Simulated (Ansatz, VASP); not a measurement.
## One calculation of Co, two programs

The input INCAR:

```
SYSTEM = Co
PREC = Accurate
ENCUT = 520
EDIFF = 1E-6
ISMEAR = -1
SIGMA = 0.1
LREAL = .FALSE.
LASPH = .TRUE.
NELM = 150
ALGO = Normal
ISIF = 2
LWAVE = .FALSE.
LCHARG = .FALSE.
ISPIN = 2
MAGMOM = 1.7 1.7
LORBIT = 11
LMAXMIX = 4
GGA = PE
NBANDS = 20
```

The input KPOINTS:

```
Automatic mesh
0
G
  15 15 8
  0 0 0
```

POSCAR

```
Co
1.0
    1.2465198931     -2.1590357875      0.0000000000
    1.2465198931      2.1590357875      0.0000000000
    0.0000000000      0.0000000000      4.0369295127
Co
2
Direct
    0.6666666670      0.3333333330      0.2500000000
    0.3333333330      0.6666666670      0.7500000000
```

Input for Ansatz:

```yaml
crystal:
  lattice:
    - [1.2465198931, -2.1590357875, 0.0]
    - [1.2465198931, 2.1590357875, 0.0]
    - [0.0, 0.0, 4.0369295127]
  atoms:
    - { symbol: Co, position: [0.666666667, 0.333333333, 0.25], spin: 1.7 }
    - { symbol: Co, position: [0.333333333, 0.666666667, 0.75], spin: 1.7 }
magnetization:
  spin_polarized: true
kpoints:
  mp_grid: { grid: [15, 15, 8] }
scf:
  occupations: { method: fermi_dirac, width: 0.1 }
hamiltonian:
  xc: pbe
  pseudopotentials: { kind: paw }
output:
  forces: true
  stress: true
  eigenvalues: true
```

Alike in both runs: task single point; functional PBE; k mesh 15 × 15 × 8; occupations fermi-dirac, width 0.1 eV; collinear spin.

|  | VASP | Ansatz |
| --- | --- | --- |
| version | VASP 6.6.1 | Ansatz 0.2.0 |
| potentials or method | VASP PAW PBE potentials, release 64 (Co) | PAW with Ansatz's default frozen-core files, scalar-relativistic |
| plane-wave cutoff (eV) | 520 | 420 |
| valence electrons in the cell | 18 | 34 |

|  | VASP | Ansatz | Ansatz less VASP |
| --- | --- | --- | --- |
| pressure (GPa) | -0.5 | 0.2 | +0.74 |
| traceless stress, the component that is largest in VASP (GPa) | -0.15 | -0.03 | +0.119 |
| net moment per atom (μB) | 1.61 | 1.62 | +0.006 |
| size of the moment on the site where the two differ most (μB) | 1.63 | 1.70 | +0.061 |

Site moments also hang on the region over which each program counts them. VASP's potentials hold 18 valence electrons a cell and Ansatz's 34, so a difference there can come from the potentials and not from the codes.
